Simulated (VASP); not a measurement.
# BaRe (Pm-3m) in VASP: further runs

Runs on BaRe. Level: PBEsol. Tasks: single point.

Everything below comes from runs of VASP 6.6.1. Logs are shortened: lines on timing, memory, paths and dates and some standing lists are left out, and cuts for length are marked.

## (1) The cell of the first run

It takes space group Pm-3m (No. 221, cubic). The conventional cell has a = 3.639 Å, b = 3.639 Å, c = 3.639 Å, α = 90.00°, β = 90.00°, γ = 90.00°. Within 4.1 Å of Ba (site symmetry m-3m) lie 8 Re at 3.15 Å and 6 Ba at 3.64 Å. Within 4.1 Å of Re (site symmetry m-3m) lie 8 Ba at 3.15 Å and 6 Re at 3.64 Å.

## (2) Single point, PBEsol (volume scaled by 1.020)

Input file INCAR:

```
PREC = Accurate
ENCUT = 520
EDIFF = 1E-6
ISMEAR = 0
SIGMA = 0.05
LREAL = False
LASPH = True
NELM = 80
ALGO = Normal
ISIF = 2
LWAVE = False
LCHARG = False
GGA = PS
NBANDS = 16
```

Input file KPOINTS:

```
regular mesh
0
Gamma
  8 8 8
```

Input file POSCAR:

```
BaRe
1.0
    3.6392139076      0.0000000000      0.0000000000
    0.0000000000      3.6392139076      0.0000000000
    0.0000000000      0.0000000000      3.6392139076
Ba Re
1 1
Direct
    0.0000000000      0.0000000000      0.0000000000
    0.5000000000      0.5000000000      0.5000000000
```

Potentials or basis: VASP PAW PBE potentials, release 64 (Ba_sv, Re).

Launch:

```bash
$ cat potpaw_PBE.64/Ba_sv/POTCAR potpaw_PBE.64/Re/POTCAR > POTCAR
$ mpirun -np 1 vasp_std > vasp.out
```

OUTCAR:

```text
PREC = Accurate
   ENCUT = 520
   EDIFF = 1E-6
   ISMEAR = 0
   LREAL = False
   LASPH = True
   NELM = 80
   ISIF = 2
   GGA = PS

 ion  position               nearest neighbor table
   1  0.000  0.000  0.000-   2 3.15   2 3.15   2 3.15   2 3.15   2 3.15   2 3.15   2 3.15   2 3.15

   2  0.500  0.500  0.500-   1 3.15   1 3.15   1 3.15   1 3.15   1 3.15   1 3.15   1 3.15   1 3.15

  LATTYP: Found a simple cubic cell.
 ALAT       =     3.6392139076

  Lattice vectors:

 A1 = (   3.6392139076,   0.0000000000,   0.0000000000)
 A2 = (   0.0000000000,   3.6392139076,   0.0000000000)
 A3 = (   0.0000000000,   0.0000000000,   3.6392139076)

Analysis of symmetry for initial positions (statically):
=====================================================================
 Subroutine PRICEL returns:
 Original cell was already a primitive cell.

 Routine SETGRP: Setting up the symmetry group for a
 simple cubic supercell.

 Subroutine GETGRP returns: Found 48 space group operations
 (whereof 48 operations were pure point group operations)
 out of a pool of 48 trial point group operations.

The static configuration has the point symmetry O_h .

Analysis of symmetry for dynamics (positions and initial velocities):
=====================================================================
 Subroutine PRICEL returns:
 Original cell was already a primitive cell.

 Routine SETGRP: Setting up the symmetry group for a
 simple cubic supercell.

 Subroutine GETGRP returns: Found 48 space group operations
 (whereof 48 operations were pure point group operations)
 out of a pool of 48 trial point group operations.

The dynamic configuration has the point symmetry O_h .

 Subroutine INISYM returns: Found 48 space group operations
 (whereof 48 operations are pure point group operations),
 and found     1 'primitive' translations

----------------------------------------------------------------------------------------

                                     Primitive cell

  volume of cell :      48.1973

  direct lattice vectors                    reciprocal lattice vectors
     3.639213908  0.000000000  0.000000000     0.274784617  0.000000000  0.000000000
     0.000000000  3.639213908  0.000000000     0.000000000  0.274784617  0.000000000
     0.000000000  0.000000000  3.639213908     0.000000000  0.000000000  0.274784617

  length of vectors
     3.639213908  3.639213908  3.639213908     0.274784617  0.274784617  0.274784617

[... 79 lines left out ...]
   NELM   =     80;   NELMIN=  2; NELMDL= -5     # of ELM steps
   EDIFF  = 0.1E-05   stopping-criterion for ELM
   LREAL  =      F    real-space projection
   EDIFFG = 0.1E-04   stopping-criterion for IOM
   NSW    =      0    number of steps for IOM
   IBRION =     -1    ionic relax: 0-MD 1-quasi-New 2-CG
   NFREE  =      0    steps in history (QN), initial steepest desc. (CG)
   ISIF   =      2    stress and relaxation
   ISYM   =      2    0-nonsym 1-usesym 2-fastsym
   POTIM  = 0.5000    time-step for ionic-motion
   TEBEG  =    0.0;   TEEND  =   0.0 temperature during run
   PSTRESS=    0.0 pullay stress
   NELECT =      17.0000    total number of electrons
   NUPDOWN=      -1.0000    fix difference up-down
   EMIN   =  10.00;   EMAX   =-10.00  energy-range for DOS
   EFERMI =   0.00;   METHOD = LEGACY
   ISMEAR =     0;   SIGMA  =   0.05  broadening in eV -4-tet -1-fermi 0-gaus
   EFERMI_NEDOS =   21; number of points for ismear=-14 and -15
   IALGO  =     38    algorithm
   IMIX   =      4    mixing-type and parameters
     AMIX     =   0.40;   BMIX     =  1.00
     AMIX_MAG =   1.60;   BMIX_MAG =  1.00
  volume/ion in A,a.u.               =      24.10       162.63
  Fermi-wavevector in a.u.,A,eV,Ry     =   1.156690  2.185827 18.203659  1.337931
  Thomas-Fermi vector in A             =   2.293308
   LORBIT       =      0    0 simple, 1 ext, 2 COOP (PROOUT), +10 PAW based schemes
   GGA     = PS    functional components
   LHFCALC =     F    Hartree Fock is set to
   AEXX    =    0.0000 exact exchange contribution
   IVDW    =     0    specifies the selected vdW correction
   LEPSILON=     F    determine dielectric tensor
   LRPA    =     F    only Hartree local field effects (RPA)
 non-spin polarized calculation
 Gauss-broadening in eV      SIGMA  =   0.05
  energy-cutoff  :      520.00
  volume of cell :       48.20
 maximum number of plane-waves:      1328
 NGX is ok and might be reduce to    28
   NGX = 13   NGY = 13   NGZ = 13

 number of electron      17.0000002 magnetization

 Free energy of the ion-electron system (eV)
  ---------------------------------------------------
  ext. energy  EPLUGINS =         0.00000000
  ---------------------------------------------------
  free energy    TOTEN  =       -11.31889532 eV

  energy without entropy =      -11.31143666  energy(sigma->0) =      -11.31516599

 E-fermi :   4.2384     XC(G=0): -11.2397

 val. band max:        4.2330788925   @ k =   0.5000   0.1250   0.1250
 cond. band min:       4.2483553871   @ k =   0.5000   0.2500   0.2500
 fundamental gap:      0.0152764946
 Fermi energy:         4.2384455641

 k-point     1 :       0.0000    0.0000    0.0000
  band No.  band energies     occupation
      1     -22.4228      2.00000
      2      -7.0894      2.00000
      3      -7.0894      2.00000
      4      -7.0894      2.00000
      5      -0.1851      2.00000
      6       1.3687      2.00000
[... 433 lines left out ...]
      3      -8.2362      2.00000
      4      -7.0692      2.00000
      5       0.9693      2.00000
      6       2.6882      2.00000
[... 8 lines left out ...]
     15      12.6252      0.00000
     16      14.2969      0.00000

 [... further k-points ...]

------------------------ aborting loop because EDIFF is reached ----------------------------------------

  FORCE on cell =-STRESS in cart. coord.  units (eV):
  Direction    XX          YY          ZZ          XY          YZ          ZX
  --------------------------------------------------------------------------------------
  -------------------------------------------------------------------------------------
  Total        0.3691244      0.3691244      0.3691244     -0.0000000      0.0000000     -0.0000000
  in kB       12.2704521     12.2704521     12.2704521     -0.0000000      0.0000000     -0.0000000
  external PRESSURE =      12.2704521 kB  Pullay stress =       0.0000000 kB

 VOLUME and BASIS-vectors are now :
 -----------------------------------------------------------------------------
  energy-cutoff  :      520.00
  volume of cell :       48.20
      direct lattice vectors                 reciprocal lattice vectors
     3.639213908  0.000000000  0.000000000     0.274784617  0.000000000  0.000000000
     0.000000000  3.639213908  0.000000000     0.000000000  0.274784617  0.000000000
     0.000000000  0.000000000  3.639213908     0.000000000  0.000000000  0.274784617

 POSITION                                       TOTAL-FORCE (eV/Angst)
 -----------------------------------------------------------------------------------
      0.00000      0.00000      0.00000         0.000000      0.000000      0.000000
      1.81961      1.81961      1.81961         0.000000      0.000000      0.000000
 -----------------------------------------------------------------------------------
    total drift:                                0.000000      0.000000      0.000000

  FREE ENERGIE OF THE ION-ELECTRON SYSTEM (eV)
  ---------------------------------------------------
  free  energy   TOTEN  =       -11.3188953202 eV

  energy  without entropy=      -11.3114366588  energy(sigma->0) =      -11.31516599
```

OSZICAR:

```text
N       E                     dE             d eps       ncg     rms          rms(c)
DAV:   1     0.699399498398E+02    0.69940E+02   -0.75369E+03  1680   0.107E+03
DAV:   2    -0.918015960330E+01   -0.79120E+02   -0.72239E+02  1824   0.257E+02
DAV:   3    -0.124332980997E+02   -0.32531E+01   -0.31733E+01  1888   0.518E+01
DAV:   4    -0.124879679494E+02   -0.54670E-01   -0.54571E-01  1304   0.427E+00
DAV:   5    -0.124918389529E+02   -0.38710E-02   -0.38704E-02  1952   0.899E-01    0.192E+01
DAV:   6    -0.114967338555E+02    0.99511E+00   -0.41266E+00  1880   0.385E+01    0.440E+00
DAV:   7    -0.113450549573E+02    0.15168E+00   -0.44504E-01  1848   0.127E+01    0.443E+00
DAV:   8    -0.113205155248E+02    0.24539E-01   -0.99830E-02  1776   0.312E+00    0.522E-01
DAV:   9    -0.113189354372E+02    0.15801E-02   -0.60826E-03  1648   0.643E-01    0.299E-01
DAV:  10    -0.113189108633E+02    0.24574E-04   -0.47876E-04  1688   0.137E-01    0.321E-02
DAV:  11    -0.113188955548E+02    0.15309E-04   -0.31510E-05  1696   0.442E-02    0.104E-02
DAV:  12    -0.113188953202E+02    0.23460E-06   -0.90375E-07  1048   0.230E-02
   1 F= -.11318895E+02 E0= -.11315166E+02  d E =-.745866E-02
```

stdout:

```text
POSCAR found type information on POSCAR BaRe
 POSCAR found :  2 types and       2 ions
 scaLAPACK will be used
 -----------------------------------------------------------------------------
|                                                                             |
|                                                                             |
|     You enforced a specific xc type in the INCAR file but a different       |
|     I HOPE YOU KNOW WHAT YOU ARE DOING!                                     |
|                                                                             |
 -----------------------------------------------------------------------------

 LDA part: xc-table for (Slater+PW92), standard interpolation
 POSCAR, INCAR and KPOINTS ok, starting setup
 FFT: planning ... GRIDC
 FFT: planning ... GRID_SOFT
 FFT: planning ... GRID
 WAVECAR not read
 entering main loop
```

Run time: 9.9 s. Hardware: 1 thread of Intel Xeon 6975P-C (Granite Rapids), shared host; peak memory 0.17 GiB.

What came out:

```
Free energy : -11.3189 eV
Pressure    : 1.2 GPa
```

Levels at points of the mesh, in eV from the Fermi level:
| k point | band 5 | band 6 | band 7 | band 8 | band 9 | band 10 | band 11 | band 12 |
| --- | --- | --- | --- | --- | --- | --- | --- | --- |
| (0.00, 0.00, 0.00) | -4.42 | -2.87 | -2.87 | -0.09 | -0.09 | -0.09 | 4.28 | 4.28 |
| (0.50, 0.00, 0.00) | -1.79 | -0.94 | -0.41 | 0.17 | 0.17 | 0.31 | 1.56 | 1.64 |
| (0.50, 0.50, 0.00) | -3.83 | -1.95 | -1.30 | -1.30 | 1.20 | 1.21 | 4.10 | 4.10 |
| (0.50, 0.50, 0.50) | -0.39 | -0.39 | -0.39 | 0.21 | 0.21 | 0.21 | 1.27 | 1.27 |

Caveat: the PAW data sets were made with another functional, which shifts forces and pressure a little; spin-orbit coupling is left out, which moves the levels of the heavy elements.

[end of part 1 of 2]
